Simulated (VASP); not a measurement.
# RbH6Pt (Pm-3m) in VASP: notebook, part 2 of 2

VASP 6.6.1. Earlier steps stand in the parts before.

### Step 3. Relaxation of cell and atoms, PBE

This run uses another cell than the first one, of 8.62 Å³/atom.

INCAR reads:

```
PREC = Accurate
ENCUT = 600
EDIFF = 1E-7
ISMEAR = 0
SIGMA = 0.1
LREAL = F
LASPH = T
NELM = 80
ALGO = Normal
ISIF = 3
LWAVE = F
LCHARG = F
GGA = PE
IBRION = 2
NSW = 100
EDIFFG = -0.01
```

KPOINTS reads:

```
Automatic mesh
0
Gamma
  10 10 10
```

POSCAR reads:

```
RbH6Pt
1.0
    4.1015499072      0.0000000000      0.0000000000
    0.0000000000      4.1015499072      0.0000000000
    0.0000000000      0.0000000000      4.1015499072
Rb H Pt
1 6 1
Direct
    0.0000000000      0.0000000000      0.0000000000
    0.0000000000      0.5000000000      0.5000000000
    0.5000000000      0.0000000000      0.5000000000
    0.5000000000      0.5000000000      0.0000000000
    0.5000000000      0.0000000000      0.0000000000
    0.0000000000      0.5000000000      0.0000000000
    0.0000000000      0.0000000000      0.5000000000
    0.5000000000      0.5000000000      0.5000000000
```

Potentials or basis: VASP PAW PBE potentials, release 64 (Rb_sv, H, Pt).

Run with:

```bash
$ cat potpaw_PBE.64/Rb_sv/POTCAR potpaw_PBE.64/H/POTCAR potpaw_PBE.64/Pt/POTCAR > POTCAR
$ mpirun -np 1 vasp_std > vasp.out
```

OUTCAR:

```text
PREC = Accurate
   ENCUT = 600
   EDIFF = 1E-7
   ISMEAR = 0
   LREAL = F
   LASPH = T
   NELM = 80
   ISIF = 3
   GGA = PE
   IBRION = 2
   NSW = 100
   EDIFFG = -0.01

 ion  position               nearest neighbor table
   1  0.000  0.000  0.000-   5 2.05   6 2.05   7 2.05   7 2.05   6 2.05   5 2.05   2 2.90   3 2.90
                             2 2.90   2 2.90   4 2.90   3 2.90   2 2.90   3 2.90   4 2.90   4 2.90
   2  0.000  0.500  0.500-   8 2.05   8 2.05   1 2.90   1 2.90   1 2.90   1 2.90
   3  0.500  0.000  0.500-   8 2.05   8 2.05   1 2.90   1 2.90   1 2.90   1 2.90
   4  0.500  0.500  0.000-   8 2.05   8 2.05   1 2.90   1 2.90   1 2.90   1 2.90
   5  0.500  0.000  0.000-   1 2.05   1 2.05
   6  0.000  0.500  0.000-   1 2.05   1 2.05
   7  0.000  0.000  0.500-   1 2.05   1 2.05
   8  0.500  0.500  0.500-   2 2.05   3 2.05   4 2.05   4 2.05   3 2.05   2 2.05   1 3.55   1 3.55
                             1 3.55   1 3.55   1 3.55   1 3.55   1 3.55   1 3.55

  LATTYP: Found a simple cubic cell.
 ALAT       =     4.1015499072

  Lattice vectors:

 A1 = (   4.1015499072,   0.0000000000,   0.0000000000)
 A2 = (   0.0000000000,   4.1015499072,   0.0000000000)
 A3 = (   0.0000000000,   0.0000000000,   4.1015499072)

Analysis of symmetry for initial positions (statically):
=====================================================================
 Subroutine PRICEL returns:
 Original cell was already a primitive cell.

 Routine SETGRP: Setting up the symmetry group for a
 simple cubic supercell.

 Subroutine GETGRP returns: Found 48 space group operations
 (whereof 48 operations were pure point group operations)
 out of a pool of 48 trial point group operations.
[... 208 lines left out ...]
 -----------------------------------------------------------------------------------
    total drift:                                0.000000      0.000000      0.000000

  FREE ENERGIE OF THE ION-ELECTRON SYSTEM (eV)
  ---------------------------------------------------
  free  energy   TOTEN  =       -19.1720612898 eV

  energy  without entropy=      -19.1611350775  energy(sigma->0) =      -19.16659818

--------------------------------------- Ionic step        2  -------------------------------------------

 number of electron      25.0000003 magnetization

 Free energy of the ion-electron system (eV)
  ---------------------------------------------------
  ext. energy  EPLUGINS =         0.00000000
  ---------------------------------------------------
  free energy    TOTEN  =       -19.17219166 eV

  energy without entropy =      -19.16129019  energy(sigma->0) =      -19.16674092

 E-fermi :   2.8974     XC(G=0): -10.3780

 val. band max:        2.8592875835   @ k =   0.3000   0.2000   0.0000
 cond. band min:       2.9043085604   @ k =   0.3000   0.2000   0.1000
 fundamental gap:      0.0450209768
 Fermi energy:         2.8973757606

 k-point     1 :       0.0000    0.0000    0.0000
  band No.  band energies     occupation
      1     -23.1297      2.00000
      2      -7.3063      2.00000
      3      -7.3063      2.00000
      4      -7.3063      2.00000
      5      -5.4767      2.00000
      6      -3.1212      2.00000
[... 457 lines left out ...]
      4      -7.4129      2.00000
      5      -3.8676      2.00000
      6      -2.5790      2.00000
[... 9 lines left out ...]
     16       7.6184      0.00000
     17       8.4360      0.00000

 [... further k-points ...]

------------------------ aborting loop because EDIFF is reached ----------------------------------------

  FORCE on cell =-STRESS in cart. coord.  units (eV):
  Direction    XX          YY          ZZ          XY          YZ          ZX
  --------------------------------------------------------------------------------------
  -------------------------------------------------------------------------------------
  Total       -0.0455942     -0.0455942     -0.0455942     -0.0000000      0.0000000     -0.0000000
  in kB       -1.0606252     -1.0606252     -1.0606252     -0.0000000      0.0000000     -0.0000000
  external PRESSURE =      -1.0606252 kB  Pullay stress =       0.0000000 kB

 VOLUME and BASIS-vectors are now :
 -----------------------------------------------------------------------------
  energy-cutoff  :      600.00
  volume of cell :       68.87
      direct lattice vectors                 reciprocal lattice vectors
     4.099077984 -0.000000000 -0.000000000     0.243957301  0.000000000  0.000000000
    -0.000000000  4.099077984  0.000000000     0.000000000  0.243957301 -0.000000000
    -0.000000000  0.000000000  4.099077984     0.000000000 -0.000000000  0.243957301

 POSITION                                       TOTAL-FORCE (eV/Angst)
 -----------------------------------------------------------------------------------
      0.00000      0.00000      0.00000         0.000000     -0.000000      0.000000
     -0.00000      2.04954      2.04954         0.000000     -0.000000      0.000000
      2.04954      0.00000      2.04954         0.000000     -0.000000      0.000000
      2.04954      2.04954      0.00000         0.000000     -0.000000      0.000000
      2.04954     -0.00000     -0.00000         0.000000     -0.000000      0.000000
     -0.00000      2.04954      0.00000         0.000000     -0.000000      0.000000
     -0.00000      0.00000      2.04954         0.000000     -0.000000      0.000000
      2.04954      2.04954      2.04954        -0.000000      0.000000      0.000000
 -----------------------------------------------------------------------------------
    total drift:                                0.000000      0.000000      0.000000

  FREE ENERGIE OF THE ION-ELECTRON SYSTEM (eV)
  ---------------------------------------------------
  free  energy   TOTEN  =       -19.1721916556 eV

  energy  without entropy=      -19.1612901943  energy(sigma->0) =      -19.16674092

 reached required accuracy - stopping structural energy minimisation
```

Run time: 2.6 min. Hardware: 1 thread of Oxide Virtual Turin-like, shared host; peak memory 0.24 GiB.

Results:

- Free energy: -19.1722 eV
- Relaxed volume: 8.61 Å³/atom
- Relaxed cell: a = 4.099 Å, b = 4.099 Å, c = 4.099 Å, α = 90.00°, β = 90.00°, γ = 90.00°
- Space group after relaxing (to 0.1 Å): Pm-3m (No. 221)
- Energy gained by relaxing: 0.0 meV/atom
- Ionic steps: 2
- Pressure after relaxing: -0.1 GPa
- Band gap on the k mesh: zero (an odd number of electrons rules out a gap without spin polarisation)

The path:
| step | energy change (eV) | largest force (eV/Å) | pressure (GPa) | volume (Å³) |
| --- | --- | --- | --- | --- |
| 1 | 0.0000 | 0.0000 | -0.23 | 69.00 |
| 2 | -0.0001 | 0.0000 | -0.11 | 68.87 |

Final structure:
```
Rb H Pt
1.0
     4.09908    0.00000    0.00000
     0.00000    4.09908    0.00000
     0.00000    0.00000    4.09908
Rb H Pt
1 6 1
Direct
  0.00000 0.00000 0.00000
  0.00000 0.50000 0.50000
  0.50000 0.00000 0.50000
  0.50000 0.50000 0.00000
  0.50000 0.00000 0.00000
  0.00000 0.50000 0.00000
  0.00000 0.00000 0.50000
  0.50000 0.50000 0.50000
```

Caveat: spin-orbit coupling is left out, which moves the levels of the heavy elements; an odd number of electrons without spin polarisation forces a metal; a magnetic or distorted state may lie lower.

The gap in the log of VASP goes by the Fermi energy; the results here count the filled bands.